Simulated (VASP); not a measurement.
# Ba2S (CdCl2 type) (R-3m) in VASP: electric field gradients with PBEsol

Aim: the electric field gradients of Ba2S (CdCl2 type) with PBEsol.

Program: VASP 6.6.1. These are calculated values, not measurements. Logs are shortened: lines on timing, memory, paths and dates and some standing lists are left out, and cuts for length are marked.

## Step 1: The cell of the first run

Symmetry: R-3m, No. 166, trigonal system. Conventional cell: a = 4.372 Å, b = 4.372 Å, c = 23.054 Å, α = 90.00°, β = 90.00°, γ = 120.00°. Within 4.1 Å of S (site symmetry -3m) lie 6 Ba at 3.09 Å. Within 4.1 Å of Ba (site symmetry 3m) lie 3 S at 3.09 Å.

## Step 2: Electric field gradients, PBEsol

The input, INCAR:

```
SYSTEM = Ba2S
ALGO     = Normal         ! electronic algorithm
EDIFF    = 1E-8           ! SCF threshold, eV
ENCUT    = 520            ! plane-wave cutoff, eV
GGA      = PS             ! functional
ISIF     = 2              ! what is computed and relaxed
ISMEAR   = -1             ! smearing method
LASPH    = .TRUE.         ! aspherical terms in the spheres
LCHARG   = .FALSE.        ! write CHGCAR
LEFG     = .TRUE.       
LREAL    = .FALSE.        ! projectors in reciprocal space
LWAVE    = .FALSE.        ! write WAVECAR
NBANDS   = 20             ! bands
NELM     = 60             ! most SCF steps
PREC     = Accurate       ! precision mode
SIGMA    = 0.05           ! smearing width, eV
```

The input, KPOINTS:

```
k-points
0
G
  9 9 9
  0 0 0
```

The input, POSCAR:

```
Ba2S
1.0
    2.1860923670     -1.2621410166      7.6846894540
    0.0000000000      2.5242820332      7.6846894540
   -2.1860923670     -1.2621410166      7.6846894540
S Ba
1 2
Direct
    0.0000000000      0.0000000000      0.0000000000
    0.2557886250      0.2557886250      0.2557886250
    0.7442113750      0.7442113750      0.7442113750
```

Potentials or basis: VASP PAW PBE potentials, release 64 (S, Ba_sv).

Command:

```sh
cat potpaw_PBE.64/S/POTCAR potpaw_PBE.64/Ba_sv/POTCAR > POTCAR
mpirun -np 1 vasp_std > vasp.out
```

OUTCAR:

```text
SYSTEM = Ba2S
   EDIFF = 1E-8
   ENCUT = 520
   GGA = PS
   ISIF = 2
   ISMEAR = -1
   LASPH = .TRUE.
   LREAL = .FALSE.
   NELM = 60
   PREC = Accurate

 ion  position               nearest neighbor table
   1  0.000  0.000  0.000-   3 3.09   3 3.09   2 3.09   2 3.09   2 3.09   3 3.09
   2  0.256  0.256  0.256-   1 3.09   1 3.09   1 3.09   3 4.38   3 4.38   3 4.38
   3  0.744  0.744  0.744-   1 3.09   1 3.09   1 3.09   2 4.38   2 4.38   2 4.38

  LATTYP: Found a trigonal (rhomboedric) cell.
 ALAT       =     8.0886619281
 COS(alpha) =     0.8539123028

  Lattice vectors:

 A1 = (   2.1860923670,  -1.2621410166,   7.6846894540)
 A2 = (   0.0000000000,   2.5242820332,   7.6846894540)
 A3 = (  -2.1860923670,  -1.2621410166,   7.6846894540)

Analysis of symmetry for initial positions (statically):
=====================================================================
 Subroutine PRICEL returns:
 Original cell was already a primitive cell.

 Routine SETGRP: Setting up the symmetry group for a
 trigonal (rhombohedral) supercell.

 Subroutine GETGRP returns: Found 12 space group operations
 (whereof 12 operations were pure point group operations)
 out of a pool of 12 trial point group operations.

The static configuration has the point symmetry D_3d.

Analysis of symmetry for dynamics (positions and initial velocities):
=====================================================================
 Subroutine PRICEL returns:
 Original cell was already a primitive cell.

 Routine SETGRP: Setting up the symmetry group for a
 trigonal (rhombohedral) supercell.

 Subroutine GETGRP returns: Found 12 space group operations
 (whereof 12 operations were pure point group operations)
 out of a pool of 12 trial point group operations.

The dynamic configuration has the point symmetry D_3d.

 Subroutine INISYM returns: Found 12 space group operations
 (whereof 12 operations are pure point group operations),
 and found     1 'primitive' translations

----------------------------------------------------------------------------------------

                                     Primitive cell

  volume of cell :     127.2196

  direct lattice vectors                    reciprocal lattice vectors
     2.186092367 -1.262141017  7.684689454     0.228718607 -0.132050749  0.043376292
     0.000000000  2.524282033  7.684689454     0.000000000  0.264101498  0.043376292
    -2.186092367 -1.262141017  7.684689454    -0.228718607 -0.132050749  0.043376292

  length of vectors
     8.088661928  8.088661928  8.088661928     0.267639877  0.267639877  0.267639877

  position of ions in fractional coordinates (direct lattice)
     0.000000000  0.000000000  0.000000000
     0.255788625  0.255788625  0.255788625
     0.744211375  0.744211375  0.744211375

  ion indices of the primitive-cell ions
   primitive index   ion index
                 1           1
                 2           2
                 3           3

----------------------------------------------------------------------------------------

 KPOINTS: k-points

Automatic generation of k-mesh.
 Grid dimensions read from file:
 generate k-points for:    9    9    9

 Generating k-lattice:

  Cartesian coordinates                     Fractional coordinates (reciprocal lattice)
     0.025413179 -0.014672305  0.004819588     0.111111111 -0.000000000 -0.000000000
     0.000000000  0.029344611  0.004819588    -0.000000000  0.111111111 -0.000000000
    -0.025413179 -0.014672305  0.004819588    -0.000000000 -0.000000000  0.111111111

  Length of vectors
     0.029737764  0.029737764  0.029737764

  Shift w.r.t. Gamma in fractional coordinates (k-lattice)
     0.000000000  0.000000000  0.000000000

 Subroutine IBZKPT returns following result:
 ===========================================

 Found     85 irreducible k-points:

 Following reciprocal coordinates:
            Coordinates               Weight
  0.000000  0.000000  0.000000      1.000000
  0.111111 -0.000000 -0.000000      6.000000
  0.222222 -0.000000 -0.000000      6.000000
  0.333333  0.000000 -0.000000      6.000000
  0.444444 -0.000000 -0.000000      6.000000
  0.111111  0.111111 -0.000000      6.000000
[... 16 lines left out ...]
 -0.333333  0.333333  0.000000      6.000000
  0.444444  0.444444 -0.000000      6.000000
 [... further k-points ...]
   k-points           NKPTS =     85   k-points in BZ     NKDIM =     85   number of bands    NBANDS=     20
   number of dos      NEDOS =    301   number of ions     NIONS =      3
   total plane-waves  NPLWV = 216000
   dimension x,y,z NGX =    60 NGY =   60 NGZ =   60
   dimension x,y,z NGXF=   120 NGYF=  120 NGZF=  120
   ions per type =               1   2
   NGX,Y,Z   is equivalent  to a cutoff of  12.33, 12.33, 12.33 a.u.
   NGXF,Y,Z  is equivalent  to a cutoff of  24.66, 24.66, 24.66 a.u.
 SYSTEM =  Ba2S
   PREC   = accura    normal or accurate (medium, high low for compatibility)
   ISTART =      0    job   : 0-new  1-cont  2-samecut
   ICHARG =      2    charge: 1-file 2-atom 10-const
   ISPIN  =      1    spin polarized calculation?
   LNONCOLLINEAR =      F non collinear calculations
   LSORBIT =      F    spin-orbit coupling
   LASPH  =      T    aspherical Exc in radial PAW
   ENCUT  =  520.0 eV  38.22 Ry    6.18 a.u.  15.04 15.04 15.04*2*pi/ulx,y,z
   NELM   =     60;   NELMIN=  2; NELMDL= -5     # of ELM steps
   EDIFF  = 0.1E-07   stopping-criterion for ELM
   LREAL  =      F    real-space projection
   EDIFFG = 0.1E-06   stopping-criterion for IOM
   NSW    =      0    number of steps for IOM
   IBRION =     -1    ionic relax: 0-MD 1-quasi-New 2-CG
   NFREE  =      0    steps in history (QN), initial steepest desc. (CG)
   ISIF   =      2    stress and relaxation
   ISYM   =      2    0-nonsym 1-usesym 2-fastsym
   POTIM  = 0.5000    time-step for ionic-motion
   TEBEG  =    0.0;   TEEND  =   0.0 temperature during run
   PSTRESS=    0.0 pullay stress
   NELECT =      26.0000    total number of electrons
   NUPDOWN=      -1.0000    fix difference up-down
   EMIN   =  10.00;   EMAX   =-10.00  energy-range for DOS
   EFERMI =   0.00;   METHOD = LEGACY
   ISMEAR =    -1;   SIGMA  =   0.05  broadening in eV -4-tet -1-fermi 0-gaus
   EFERMI_NEDOS =   21; number of points for ismear=-14 and -15
   IALGO  =     38    algorithm
   IMIX   =      4    mixing-type and parameters
     AMIX     =   0.40;   BMIX     =  1.00
     AMIX_MAG =   1.60;   BMIX_MAG =  1.00
  volume/ion in A,a.u.               =      42.41       286.17
  Fermi-wavevector in a.u.,A,eV,Ry     =   0.964305  1.822273 12.651854  0.929885
  Thomas-Fermi vector in A             =   2.093925
   LORBIT       =      0    0 simple, 1 ext, 2 COOP (PROOUT), +10 PAW based schemes
   GGA     = PS    functional components
   LHFCALC =     F    Hartree Fock is set to
   AEXX    =    0.0000 exact exchange contribution
   IVDW    =     0    specifies the selected vdW correction
   LEPSILON=     F    determine dielectric tensor
   LRPA    =     F    only Hartree local field effects (RPA)
 non-spin polarized calculation
  energy-cutoff  :      520.00
  volume of cell :      127.22
 maximum number of plane-waves:      3442
   NGX = 31   NGY = 31   NGZ = 31

 number of electron      25.9999999 magnetization

 Free energy of the ion-electron system (eV)
  ---------------------------------------------------
  ext. energy  EPLUGINS =         0.00000000
  ---------------------------------------------------
  free energy    TOTEN  =       -12.62012592 eV

  energy without entropy =      -12.59490259  energy(sigma->0) =      -12.60751426

 E-fermi :   2.8307     XC(G=0):  -8.1681

 val. band max:        2.7985924045   @ k =   0.3333   0.3333   0.0000
 cond. band min:       2.8328067391   @ k =   0.4444   0.1111   0.1111
 fundamental gap:      0.0342143346
 Fermi energy:         2.8306842383

 k-point     1 :       0.0000    0.0000    0.0000
  band No.  band energies     occupation
      1     -25.8511      2.00000
      2     -25.8083      2.00000
      3     -11.9594      2.00000
      4     -10.8776      2.00000
      5     -10.8776      2.00000
      6     -10.8577      2.00000
[... 12 lines left out ...]
     19       5.4712      0.00000
[... 513 lines left out ...]
      4     -11.3825      2.00000
      5     -11.0646      2.00000
      6     -11.0403      2.00000
[... 12 lines left out ...]
     19       6.4784      0.00000
     20       6.7113      0.00000

 [... further k-points ...]

------------------------ aborting loop because EDIFF is reached ----------------------------------------

  FORCE on cell =-STRESS in cart. coord.  units (eV):
  Direction    XX          YY          ZZ          XY          YZ          ZX
  --------------------------------------------------------------------------------------
  -------------------------------------------------------------------------------------
  Total        0.3633993      0.3633993      0.3596281      0.0000000      0.0000000      0.0000000
  in kB        4.5765759      4.5765759      4.5290830      0.0000000      0.0000000      0.0000000
  external PRESSURE =       4.5607449 kB  Pullay stress =       0.0000000 kB

 VOLUME and BASIS-vectors are now :
 -----------------------------------------------------------------------------
  energy-cutoff  :      520.00
  volume of cell :      127.22
      direct lattice vectors                 reciprocal lattice vectors
     2.186092367 -1.262141017  7.684689454     0.228718607 -0.132050749  0.043376292
     0.000000000  2.524282033  7.684689454     0.000000000  0.264101498  0.043376292
    -2.186092367 -1.262141017  7.684689454    -0.228718607 -0.132050749  0.043376292

 POSITION                                       TOTAL-FORCE (eV/Angst)
 -----------------------------------------------------------------------------------
      0.00000      0.00000      0.00000         0.000000      0.000000     -0.000000
      0.00000      0.00000      5.89697         0.000000      0.000000     -0.094316
      0.00000      0.00000     17.15710         0.000000      0.000000      0.094316
 -----------------------------------------------------------------------------------
    total drift:                               -0.000000      0.000000      0.000000

  FREE ENERGIE OF THE ION-ELECTRON SYSTEM (eV)
  ---------------------------------------------------
  free  energy   TOTEN  =       -12.6201259197 eV

  energy  without entropy=      -12.5949025929  energy(sigma->0) =      -12.60751426

 Electric field gradients (V/A^2)
---------------------------------------------------------------------
 ion       V_xx      V_yy      V_zz      V_xy      V_xz      V_yz
---------------------------------------------------------------------
   1      -3.795    -3.795     7.591    -0.000     0.000    -0.000
   2      37.496    37.496   -74.992    -0.000    -0.000    -0.000
   3      37.496    37.496   -74.992    -0.000    -0.000    -0.000
---------------------------------------------------------------------

 Electric field gradients after diagonalization (V/A^2)
 (convention: |V_zz| > |V_xx| > |V_yy|)
----------------------------------------------------------------------
 ion       V_xx      V_yy      V_zz     asymmetry (V_yy - V_xx)/ V_zz
----------------------------------------------------------------------
   1      -3.795    -3.795     7.591       0.000
   2      37.496    37.496   -74.992       0.000
   3      37.496    37.496   -74.992       0.000
----------------------------------------------------------------------

           NMR quadrupolar parameters

 Cq : quadrupolar parameter    Cq=e*Q*V_zz/h
 eta: asymmetry parameters     (V_yy - V_xx)/ V_zz
 Q  : nuclear electric quadrupole moment in mb (millibarn)
----------------------------------------------------------------------
 ion       Cq(MHz)       eta       Q (mb)
----------------------------------------------------------------------
   1       0.018       0.000       1.000
   2      -0.181       0.000       1.000
   3      -0.181       0.000       1.000
----------------------------------------------------------------------
```

It took 12 min on 1 thread of Intel Xeon Platinum 8488C (Sapphire Rapids), shared host; peak memory 0.57 GiB.

What came out:

```
Free energy            : -12.6201 eV
Pressure               : 0.5 GPa
Largest force          : 0.094 eV/Å
Band gap on the k mesh : zero (band 13 reaches 3.08 eV, above the bottom of band 14 at 2.56 eV)
```

Forces in eV/Å, atoms in the order of the input:
```
S    0.000  0.000  0.000
Ba   0.000  0.000 -0.094
Ba   0.000  0.000  0.094
```

Electric field gradients, principal values (V/Å²):
```tsv
atom	least	middle	greatest (by size)
1 S	-3.795	-3.795	7.591
2 Ba	37.496	37.496	-74.992
3 Ba	37.496	37.496	-74.992
```

Caveat: without QUAD_EFG the Cq values of the log hold for a quadrupole moment of 1 mb, not for the nuclei; the PAW data sets were made with another functional, which shifts forces and pressure a little; spin-orbit coupling is left out, which moves the levels of the heavy elements.
